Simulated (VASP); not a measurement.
# Mo (I4/mmm) in VASP: further runs

The runs below take Mo through single point, with PBEsol.

Everything below comes from runs of VASP 6.6.1. Logs are shortened: lines on timing, memory, paths and dates and some standing lists are left out, and cuts for length are marked.

## Step 1: The cell of the first run

The structure is tetragonal, space group I4/mmm (No. 139). The conventional cell has a = 3.129 Å, b = 3.129 Å, c = 3.239 Å, α = 90.00°, β = 90.00°, γ = 90.00°. Mo (site symmetry 4/mmm) has 14 Mo at 2.74 to 3.24 Å within 3.6 Å.

## Step 2: Single point, PBEsol (strain +0.0350 x Voigt [0, 1, 0, 0, 0, 0])

Input file INCAR:

```
PREC     = Accurate       # precision mode
ENCUT    = 520            # plane-wave cutoff, eV
EDIFF    = 1E-6           # SCF threshold, eV
ISMEAR   = 0              # smearing method
SIGMA    = 0.15           # smearing width, eV
LREAL    = False          # projectors in reciprocal space
LASPH    = True           # aspherical terms in the spheres
NELM     = 100            # most SCF steps
ALGO     = Fast           # electronic algorithm
ISIF     = 2              # what is computed and relaxed
LWAVE    = False          # write WAVECAR
LCHARG   = False          # write CHGCAR
GGA      = PS             # functional
NBANDS   = 13             # bands
```

Input file KPOINTS:

```
Automatic mesh
0
Gamma
  26 26 26
```

Input file POSCAR:

```
Mo
1.0
   -1.5646534271      1.6194162970      1.5646534271
    1.5646534271     -1.6194162970      1.5646534271
    1.5646534271      1.6194162970     -1.5646534271
Mo
1
Direct
    0.0000000000      0.0000000000      0.0000000000
```

Potentials or basis: VASP PAW PBE potentials, release 64 (Mo_sv).

On the command line:

```sh
$ cat potpaw_PBE.64/Mo_sv/POTCAR > POTCAR
$ mpirun -np 1 vasp_std > vasp.out
```

OUTCAR:

```text
PREC = Accurate
   ENCUT = 520
   EDIFF = 1E-6
   ISMEAR = 0
   LREAL = False
   LASPH = True
   NELM = 100
   ISIF = 2
   GGA = PS

 ion  position               nearest neighbor table
   1  0.000  0.000  0.000-

  LATTYP: Found a body centered tetragonal cell.
 ALAT       =     3.1293068542
 C/A-ratio  =     1.0350000000

  Lattice vectors:

 A1 = (  -1.5646534271,  -1.6194162970,   1.5646534271)
 A2 = (   1.5646534271,  -1.6194162970,  -1.5646534271)
 A3 = (   1.5646534271,   1.6194162970,   1.5646534271)

Analysis of symmetry for initial positions (statically):
=====================================================================
 Subroutine PRICEL returns:
 Original cell was already a primitive cell.

 Routine SETGRP: Setting up the symmetry group for a
 body centered tetragonal supercell.

 Subroutine GETGRP returns: Found 16 space group operations
 (whereof 16 operations were pure point group operations)
 out of a pool of 16 trial point group operations.

The static configuration has the point symmetry D_4h.

Analysis of symmetry for dynamics (positions and initial velocities):
=====================================================================
 Subroutine PRICEL returns:
 Original cell was already a primitive cell.

 Routine SETGRP: Setting up the symmetry group for a
 body centered tetragonal supercell.

 Subroutine GETGRP returns: Found 16 space group operations
 (whereof 16 operations were pure point group operations)
 out of a pool of 16 trial point group operations.

The dynamic configuration has the point symmetry D_4h.

 Subroutine INISYM returns: Found 16 space group operations
 (whereof 16 operations are pure point group operations),
 and found     1 'primitive' translations

----------------------------------------------------------------------------------------

                                     Primitive cell

  volume of cell :      15.8582

  direct lattice vectors                    reciprocal lattice vectors
    -1.564653427  1.619416297  1.564653427     0.000000000  0.308753222  0.319559585
     1.564653427 -1.619416297  1.564653427     0.319559585  0.000000000  0.319559585
     1.564653427  1.619416297 -1.564653427     0.319559585  0.308753222  0.000000000

  length of vectors
     2.742041181  2.742041181  2.742041181     0.444349953  0.451925499  0.444349953

  position of ions in fractional coordinates (direct lattice)
     0.000000000  0.000000000  0.000000000

  ion indices of the primitive-cell ions
   primitive index   ion index
[... 82 lines left out ...]
   TEBEG  =    0.0;   TEEND  =   0.0 temperature during run
   PSTRESS=    0.0 pullay stress
   NELECT =      14.0000    total number of electrons
   NUPDOWN=      -1.0000    fix difference up-down
   EMIN   =  10.00;   EMAX   =-10.00  energy-range for DOS
   EFERMI =   0.00;   METHOD = LEGACY
   ISMEAR =     0;   SIGMA  =   0.15  broadening in eV -4-tet -1-fermi 0-gaus
   EFERMI_NEDOS =   21; number of points for ismear=-14 and -15
   IALGO  =     68    algorithm
   IMIX   =      4    mixing-type and parameters
     AMIX     =   0.40;   BMIX     =  1.00
     AMIX_MAG =   1.60;   BMIX_MAG =  1.00
  volume/ion in A,a.u.               =      15.86       107.02
  Fermi-wavevector in a.u.,A,eV,Ry     =   1.570481  2.967778 33.557536  2.466409
  Thomas-Fermi vector in A             =   2.672208
   LORBIT       =      0    0 simple, 1 ext, 2 COOP (PROOUT), +10 PAW based schemes
   GGA     = PS    functional components
   LHFCALC =     F    Hartree Fock is set to
   AEXX    =    0.0000 exact exchange contribution
   IVDW    =     0    specifies the selected vdW correction
   LEPSILON=     F    determine dielectric tensor
   LRPA    =     F    only Hartree local field effects (RPA)
 non-spin polarized calculation
 RMM-DIIS sequential band-by-band and
 Gauss-broadening in eV      SIGMA  =   0.15
  energy-cutoff  :      520.00
  volume of cell :       15.86
 maximum number of plane-waves:       440
   NGX = 11   NGY = 11   NGZ = 11

 number of electron      14.0000002 magnetization

 Free energy of the ion-electron system (eV)
  ---------------------------------------------------
  ext. energy  EPLUGINS =         0.00000000
  ---------------------------------------------------
  free energy    TOTEN  =       -11.75710400 eV

  energy without entropy =      -11.75026067  energy(sigma->0) =      -11.75368233

 E-fermi :  12.2225     XC(G=0): -13.4473

 val. band max:       12.2219481042   @ k =   0.4231  -0.3846   0.2692
 cond. band min:      12.2230976808   @ k =   0.3462  -0.2308   0.1154
 fundamental gap:      0.0011495766
 Fermi energy:        12.2224613769

 k-point     1 :       0.0000    0.0000    0.0000
  band No.  band energies     occupation
      1     -48.9565      2.00000
      2     -22.2826      2.00000
      3     -22.2730      2.00000
      4     -22.2730      2.00000
      5       4.9978      2.00000
      6      10.7816      2.00000
      7      10.7816      2.00000
      8      11.1592      2.00000
      9      13.6006      0.00000
     10      14.0849      0.00000
     11      26.6080      0.00000
     12      27.2503      0.00000
     13      27.2503      0.00000
[... 354 lines left out ...]
  band No.  band energies     occupation
      1     -48.7484      2.00000
      2     -23.4131      2.00000
      3     -22.6250      2.00000
      4     -22.2893      2.00000
      5       7.2400      2.00000
      6       9.3130      2.00000
      7      11.8427      1.99966
      8      13.5469      0.00000
      9      14.3936      0.00000
     10      15.5173      0.00000
     11      25.2159      0.00000
     12      25.4763      0.00000
     13      31.7962      0.00000

 [... further k-points ...]

------------------------ aborting loop because EDIFF is reached ----------------------------------------

  FORCE on cell =-STRESS in cart. coord.  units (eV):
  Direction    XX          YY          ZZ          XY          YZ          ZX
  --------------------------------------------------------------------------------------
  -------------------------------------------------------------------------------------
  Total       -0.4808887     -1.4779625     -0.4808887      0.0000000      0.0000000      0.0000000
  in kB      -48.5847945   -149.3204169    -48.5847945      0.0000000      0.0000000      0.0000000
  external PRESSURE =     -82.1633353 kB  Pullay stress =       0.0000000 kB

 VOLUME and BASIS-vectors are now :
 -----------------------------------------------------------------------------
  energy-cutoff  :      520.00
  volume of cell :       15.86
      direct lattice vectors                 reciprocal lattice vectors
    -1.564653427  1.619416297  1.564653427     0.000000000  0.308753222  0.319559585
     1.564653427 -1.619416297  1.564653427     0.319559585  0.000000000  0.319559585
     1.564653427  1.619416297 -1.564653427     0.319559585  0.308753222  0.000000000

 POSITION                                       TOTAL-FORCE (eV/Angst)
 -----------------------------------------------------------------------------------
      0.00000      0.00000      0.00000        -0.000000      0.000000      0.000000
 -----------------------------------------------------------------------------------
    total drift:                                0.000000      0.000000      0.000000

  FREE ENERGIE OF THE ION-ELECTRON SYSTEM (eV)
  ---------------------------------------------------
  free  energy   TOTEN  =       -11.7571040022 eV

  energy  without entropy=      -11.7502606653  energy(sigma->0) =      -11.75368233
```

stdout:

```text
POSCAR found type information on POSCAR Mo
 POSCAR found :  1 types and       1 ions
 scaLAPACK will be used
 -----------------------------------------------------------------------------
|                                                                             |
|                                                                             |
|     You enforced a specific xc type in the INCAR file but a different       |
|     I HOPE YOU KNOW WHAT YOU ARE DOING!                                     |
|                                                                             |
 -----------------------------------------------------------------------------

 LDA part: xc-table for (Slater+PW92), standard interpolation
 POSCAR, INCAR and KPOINTS ok, starting setup
 FFT: planning ... GRIDC
 FFT: planning ... GRID_SOFT
 FFT: planning ... GRID
 WAVECAR not read
 entering main loop
```

Run time: 4.3 min. Hardware: 1 thread of Intel Xeon 8259CL, shared host; peak memory 0.35 GiB.

Results:

- Free energy: -11.7571 eV
- Pressure: -8.2 GPa
- Band gap on the k mesh: zero (bands 7 and 8 overlap by 4.98 eV)

Stress tensor (GPa, compression positive):
```
 -4.86   0.00   0.00
  0.00 -14.93   0.00
  0.00   0.00  -4.86
```

Caveat: the cell differs from its parent crystal (strain +0.0350 x Voigt [0, 1, 0, 0, 0, 0]); the stress differs along the axes, from -15 to -5 GPa; the PAW data sets were made with another functional, which shifts forces and pressure a little.

(Continued in part 2 of 2.)
